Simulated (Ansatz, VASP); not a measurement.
# Two plane-wave programs on InSe

Contents of INCAR:

```
SYSTEM = InSe
PREC     = Accurate       ! precision mode
ENCUT    = 520            ! plane-wave cutoff, eV
EDIFF    = 1E-7           ! SCF threshold, eV
ISMEAR   = 0              ! smearing method
SIGMA    = 0.05           ! smearing width, eV
LREAL    = .False.        ! projectors in reciprocal space
LASPH    = .True.         ! aspherical terms in the spheres
NELM     = 60             ! most SCF steps
ALGO     = Normal         ! electronic algorithm
ISIF     = 2              ! what is computed and relaxed
LWAVE    = .False.        ! write WAVECAR
LCHARG   = .True.         ! write CHGCAR
GGA      = PS             ! functional
LELF     = .True.         ! ELF
LVHAR    = .True.       
NBANDS   = 48             ! bands
```

Contents of KPOINTS:

```
Automatic mesh
0
Gamma
  12 12 2
  0 0 0
```

Contents of POSCAR:

```
InSe
1.0
    4.0058502099      0.0000000000      0.0000000000
   -2.0029251050      3.4691680455      0.0000000000
    0.0000000000      0.0000000000     17.0021652134
In Se
4 4
Direct
    0.3333333333      0.6666666667      0.1667329675
    0.6666666667      0.3333333333      0.6667329675
    0.3333333333      0.6666666667      0.3332670325
    0.6666666667      0.3333333333      0.8332670325
    0.3333333333      0.6666666667      0.5901875682
    0.6666666667      0.3333333333      0.0901875682
    0.3333333333      0.6666666667      0.9098124318
    0.6666666667      0.3333333333      0.4098124318
```

Input for Ansatz:

```yaml
crystal:
  lattice:
    - [4.0058502099, 0.0, 0.0]
    - [-2.002925105, 3.4691680455, 0.0]
    - [0.0, 0.0, 17.0021652134]
  atoms:
    - { symbol: In, position: [0.3333333333, 0.6666666667, 0.1667329675] }
    - { symbol: In, position: [0.6666666667, 0.3333333333, 0.6667329675] }
    - { symbol: In, position: [0.3333333333, 0.6666666667, 0.3332670325] }
    - { symbol: In, position: [0.6666666667, 0.3333333333, 0.8332670325] }
    - { symbol: Se, position: [0.3333333333, 0.6666666667, 0.5901875682] }
    - { symbol: Se, position: [0.6666666667, 0.3333333333, 0.0901875682] }
    - { symbol: Se, position: [0.3333333333, 0.6666666667, 0.9098124318] }
    - { symbol: Se, position: [0.6666666667, 0.3333333333, 0.4098124318] }
basis:
  ecutwfc: 420
kpoints:
  mp_grid: { grid: [12, 12, 2] }
hamiltonian:
  xc: pbesol
scf:
  occupations: { method: gaussian, width: 0.05 }
output:
  forces: true
  stress: true
  eigenvalues: true
```

Change from the starting cell: mode 12 (107.6 1/cm) frozen in, largest displacement -0.050 Å.

Alike in both runs: task single point; functional PBEsol; k mesh 12 × 12 × 2; occupations gaussian, width 0.05 eV; no spin polarisation.

```csv
,VASP,Ansatz
version,VASP 6.6.1,Ansatz 0.2.0
potentials or method,"VASP PAW PBE potentials, release 64 (In_d, Se), cutoff 520 eV","scalar-relativistic, plane waves, PAW"
valence electrons in the cell,76,116
```

Ansatz gave:

* gap on the k mesh at the Fermi level (eV): 0.39
* least direct gap on the mesh (eV): 0.39
* pressure (GPa): -0.7
* traceless stress, the component that is largest in VASP (GPa): -0.71
* rms of the force components (eV/Å): 0.082

Q: Which values does VASP return?

A: gap on the k mesh at the Fermi level (eV): 0.38; least direct gap on the mesh (eV): 0.38; pressure (GPa): -0.7; traceless stress, the component that is largest in VASP (GPa): -0.72; rms of the force components (eV/Å): 0.080.

VASP's potentials were made for PBE, not for PBEsol. Atom by atom the forces differ by 0.011 eV/Å (rms over components). VASP's potentials hold 76 valence electrons a cell and Ansatz's 116, so a difference there can come from the potentials and not from the codes.
